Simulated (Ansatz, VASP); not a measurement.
**Two plane-wave programs on NbP**

The input INCAR:

```
PREC = Accurate ; ENCUT = 500
EDIFF = 1E-6 ; ISMEAR = -1
SIGMA = 0.08 ; LREAL = F
LASPH = T ; NELM = 120
ALGO = Normal ; ISIF = 2
LWAVE = F ; LCHARG = T
GGA = PE ; LELF = T
LVHAR = T ; NBANDS = 16
GGA_COMPAT = F
```

File KPOINTS:

```
Automatic mesh
0
Gamma
  12 12 12
```

POSCAR

```
NbP
1.0
    0.0000000000      2.7936133504      2.7936133504
    2.7936133504      0.0000000000      2.7936133504
    2.7936133504      2.7936133504      0.0000000000
Nb P
1 1
Direct
    0.0000000000      0.0000000000      0.0000000000
    0.2500000000      0.2500000000      0.2500000000
```

Input for Ansatz:

```yaml
crystal:
  lattice:
    - [0.0, 2.7936133504, 2.7936133504]
    - [2.7936133504, 0.0, 2.7936133504]
    - [2.7936133504, 2.7936133504, 0.0]
  atoms:
    - { symbol: Nb, position: [0.0, 0.0, 0.0] }
    - { symbol: P, position: [0.25, 0.25, 0.25] }
kpoints:
  mp_grid: { grid: [12, 12, 12] }
  band_path:
    path:
      - [0.0, 0.0, 0.0]
      - [-0.5, -0.5, 0.0]
      - [-0.375, -0.375, 0.25]
      - [-0.375, 0.0, 0.375]
      - [0.0, 0.0, 0.0]
      - [0.0, 0.0, 0.5]
      - [-0.5, -0.25, 0.25]
      - [-0.5, -0.5, 0.0]
    npoints: 8
scf:
  occupations: { method: fermi_dirac, width: 0.08 }
  lower_state_search: light
  eigensolver: { kind: davidson }
  n_extra_bands: 16
hamiltonian:
  xc: pbe
  pseudopotentials: { kind: paw }
output:
  forces: true
  stress: true
  eigenvalues: true
  populations: true
  write_density: true
  write_potential: true
  elf: true
  volumetric_format: npy
```

Alike in both runs: task single point; functional PBE; k mesh 12 × 12 × 12; occupations fermi-dirac, width 0.08 eV; no spin polarisation.

|  | VASP | Ansatz |
| --- | --- | --- |
| version | VASP 6.6.1 | Ansatz 0.2.0 |
| potentials or method | VASP PAW PBE potentials, release 64 (Nb_sv, P) | PAW with Ansatz's default frozen-core files, scalar-relativistic |
| plane-wave cutoff (eV) | 500 | 420 |
| valence electrons in the cell | 18 | 18 |

```tsv
	VASP	Ansatz	Ansatz less VASP
gap on the k mesh at the Fermi level (eV)	none	none	-
pressure (GPa)	-0.3	0.0	+0.24
```

A gap of «none» marks a metal or a gap that the smearing closes.
